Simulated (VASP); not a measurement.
# Hg (R-3m) in VASP: notebook, part 2 of 2

VASP 6.6.1.

### Step 3. Single point, LDA

The input, INCAR:

```
SYSTEM = Hg
  PREC = Accurate
  ENCUT = 550
  EDIFF = 1E-6
  ISMEAR = -1
  SIGMA = 1.0
  LREAL = .False.
  LASPH = .True.
  NELM = 120
  ALGO = Normal
  ISIF = 2
  LWAVE = .False.
  LCHARG = .True.
  GGA = CA
  LELF = .True.
  LVHAR = .True.
  NBANDS = 16
  GGA_COMPAT = .False.
```

The input, KPOINTS:

```
Automatic mesh
0
Gamma
  11 11 11
  0 0 0
```

The input, POSCAR:

```
Hg
1.0
    1.7463233735      1.0082402698      2.1478810803
   -1.7463233735      1.0082402698      2.1478810803
    0.0000000000     -2.0164805396      2.1478810803
Hg
1
Direct
    0.0000000000      1.0000000000      0.0000000000
```

Potentials or basis: VASP PAW LDA potentials, release 64 (Hg_sv_GW).

Run with:

```sh
$ cat potpaw_LDA.64/Hg_sv_GW/POTCAR > POTCAR
$ mpirun -np 1 vasp_std > vasp.out
```

OUTCAR:

```text
SYSTEM = Hg
   PREC = Accurate
   ENCUT = 550
   EDIFF = 1E-6
   ISMEAR = -1
   LREAL = .False.
   LASPH = .True.
   NELM = 120
   ISIF = 2
   GGA = CA

 ion  position               nearest neighbor table
   1  0.000  0.000  0.000-

  LATTYP: Found a trigonal (rhomboedric) cell.
 ALAT       =     2.9461138643
 COS(alpha) =     0.2972833017

  Lattice vectors:

 A1 = (   1.7463233735,   1.0082402698,   2.1478810803)
 A2 = (  -1.7463233735,   1.0082402698,   2.1478810803)
 A3 = (   0.0000000000,  -2.0164805396,   2.1478810803)

Analysis of symmetry for initial positions (statically):
=====================================================================
 Subroutine PRICEL returns:
 Original cell was already a primitive cell.

 Routine SETGRP: Setting up the symmetry group for a
 trigonal (rhombohedral) supercell.

 Subroutine GETGRP returns: Found 12 space group operations
 (whereof 12 operations were pure point group operations)
 out of a pool of 12 trial point group operations.

The static configuration has the point symmetry D_3d.

Analysis of symmetry for dynamics (positions and initial velocities):
[... 153 lines left out ...]

  energy without entropy =       -0.35940174  energy(sigma->0) =       -0.93541135

 E-fermi :   6.1651     XC(G=0): -11.9255

 val. band max:        6.0074665740   @ k =  -0.4545   0.1818   0.1818
 cond. band min:       6.2046526039   @ k =  -0.4545   0.2727   0.0000
 fundamental gap:      0.1971860299
 Fermi energy:         6.1651057195

 k-point     1 :       0.0000    0.0000    0.0000
  band No.  band energies     occupation
      1    -108.5349      2.00000
      2     -57.1176      2.00000
      3     -57.1068      2.00000
      4     -57.1068      2.00000
      5      -3.4043      1.99986
      6      -1.9069      1.99938
[... 433 lines left out ...]
      3     -57.1232      2.00000
      4     -57.1074      2.00000
      5      -2.1543      1.99951
      6      -1.5940      1.99915
[... 8 lines left out ...]
     15      24.1019      0.00000
     16      25.6714      0.00000

 [... further k-points ...]

------------------------ aborting loop because EDIFF is reached ----------------------------------------

  FORCE on cell =-STRESS in cart. coord.  units (eV):
  Direction    XX          YY          ZZ          XY          YZ          ZX
  --------------------------------------------------------------------------------------
  -------------------------------------------------------------------------------------
  Total        0.2207552      0.2207552      0.2288335      0.0000000      0.0000000     -0.0000000
  in kB       15.5873185     15.5873185     16.1577143      0.0000000      0.0000000     -0.0000000
  external PRESSURE =      15.7774504 kB  Pullay stress =       0.0000000 kB

 VOLUME and BASIS-vectors are now :
 -----------------------------------------------------------------------------
  energy-cutoff  :      550.00
  volume of cell :       22.69
      direct lattice vectors                 reciprocal lattice vectors
     1.746323374  1.008240270  2.147881080     0.286315815  0.165304513  0.155191708
    -1.746323374  1.008240270  2.147881080    -0.286315815  0.165304513  0.155191708
     0.000000000 -2.016480540  2.147881080     0.000000000 -0.330609026  0.155191708

 POSITION                                       TOTAL-FORCE (eV/Angst)
 -----------------------------------------------------------------------------------
      0.00000      0.00000      0.00000         0.000000      0.000000      0.000000
 -----------------------------------------------------------------------------------
    total drift:                               -0.000000     -0.000000      0.000000

  FREE ENERGIE OF THE ION-ELECTRON SYSTEM (eV)
  ---------------------------------------------------
  free  energy   TOTEN  =        -1.5114209586 eV

  energy  without entropy=       -0.3594017423  energy(sigma->0) =       -0.93541135
```

stdout:

```text
POSCAR found type information on POSCAR Hg
 POSCAR found :  1 types and       1 ions
 scaLAPACK will be used
 LDA part: xc-table for (Slater(with rela. corr.)+CA(PZ))
 , standard interpolation
 POSCAR, INCAR and KPOINTS ok, starting setup
 FFT: planning ... GRIDC
 FFT: planning ... GRID_SOFT
 FFT: planning ... GRID
 WAVECAR not read
 entering main loop
```

Wall time 22 s (1 thread of Intel Xeon Platinum 8488C (Sapphire Rapids), shared host); peak memory 0.19 GiB.

Results:

| Quantity | Value |
| --- | --- |
| Free energy | -1.5114 eV |
| Pressure | 1.6 GPa |
| Band gap on the k mesh | zero (bands 10 and 11 overlap by 2.73 eV) |

Caveat: so wide a smearing shifts energies and pressures; spin-orbit coupling is left out, which moves the levels of the heavy elements.

### Step 4. Single point, LDA

The input, INCAR:

```
ALGO = Normal
EDIFF = 1E-6
ENCUT = 550
GGA_COMPAT = False
ISIF = 2
ISMEAR = -1
LASPH = True
LCHARG = False
LREAL = False
LWAVE = False
NBANDS = 16
NELM = 120
PREC = Accurate
SIGMA = 0.1
```

The input, KPOINTS:

```
k-points
0
Gamma
  11 11 11
```

The input, POSCAR:

```
Hg
1.0
    1.7463233831      1.0082402753      2.1478810688
   -1.7463233831      1.0082402753      2.1478810688
    0.0000000000     -2.0164805507      2.1478810688
Hg
1
Direct
    0.0000000000      1.0000000000      0.0000000000
```

Run with:

```sh
$ cat potpaw_LDA.64/Hg_sv_GW/POTCAR > POTCAR
$ mpirun -np 1 vasp_std > vasp.out
```

Run time: 25 s. Hardware: 1 thread of AMD EPYC 9R45 (Zen 5), shared host; peak memory 0.15 GiB.

The run converged. Its results:

```
Free energy            : -0.9869 eV
Pressure               : 0.0 GPa
Band gap on the k mesh : zero (bands 10 and 11 overlap by 2.74 eV)
```

Stress tensor (GPa, compression positive):
```
-0.09  0.00  0.00
 0.00 -0.09  0.00
 0.00  0.00  0.08
```

Levels at points of the mesh, in eV from the Fermi level:
| k point | band 8 | band 9 | band 10 | band 11 | band 12 | band 13 |
| --- | --- | --- | --- | --- | --- | --- |
| (0.00, 0.00, 0.00) | -6.31 | -6.20 | -6.20 | 11.57 | 12.23 | 12.23 |

Caveat: spin-orbit coupling is left out, which moves the levels of the heavy elements.

### Step 5. Single point, LDA

The input, INCAR:

```
ALGO = Normal ; EDIFF = 1E-6
ENCUT = 550 ; GGA_COMPAT = False
ISIF = 2 ; ISMEAR = 0
LASPH = True ; LCHARG = False
LREAL = False ; LWAVE = False
NBANDS = 16 ; NELM = 120
PREC = Accurate ; SIGMA = 0.01
```

KPOINTS is that of step 4.

The input, POSCAR:

```
Hg
1.0
    1.7463233735      1.0082402698      2.1478810803
   -1.7463233735      1.0082402698      2.1478810803
    0.0000000000     -2.0164805396      2.1478810803
Hg
1
Direct
    0.0000000000      1.0000000000      0.0000000000
```

Run with:

```sh
$ cat potpaw_LDA.64/Hg_sv_GW/POTCAR > POTCAR
$ mpirun -np 1 vasp_std > vasp.out
```

It took 42 s on 1 thread of AMD EPYC 7R13 (Zen 3), shared host; peak memory 0.16 GiB.

The run converged. Its results:

| Property | Result |
| --- | --- |
| Free energy | -0.9821 eV |
| Pressure | 0.2 GPa |
| Band gap on the k mesh | zero (bands 10 and 11 overlap by 2.74 eV) |

Stress tensor (GPa, compression positive):
```
0.03 0.00 0.00
0.00 0.03 0.00
0.00 0.00 0.53
```

Levels at points of the mesh, in eV from the Fermi level:
```tsv
k point	band 7	band 8	band 9	band 10	band 11	band 12	band 13	band 14
(0.00, 0.00, 0.00)	-7.87	-6.19	-6.08	-6.08	11.69	12.34	12.34	17.20
```

Caveat: spin-orbit coupling is left out, which moves the levels of the heavy elements.

### Step 6. Summary

| smearing | gap on the mesh (eV) | pressure (GPa) |
| --- | --- | --- |
| methfessel-paxton 0.01 eV | none | 0.2 |
| fermi-dirac 1 eV | none | 1.6 |
| fermi-dirac 0.1 eV | none | 0.0 |
| gaussian 0.01 eV | none | 0.2 |

Alike in all rows: task single point; level LDA; potentials or basis VASP PAW LDA potentials, release 64 (Hg_sv_GW); no spin polarisation; cell a = 2.946 Å, angles 72.7°, 1 atom; k mesh 11 × 11 × 11; cutoff (eV) 550.

Caveats: spin-orbit coupling is left out, which moves the levels of the heavy elements; so wide a smearing shifts energies and pressures (at least some runs).

Total energies depend on the potentials used, so only differences within one code and one set of settings carry meaning.

The gap in the log of VASP goes by the Fermi energy; the results here count the filled bands.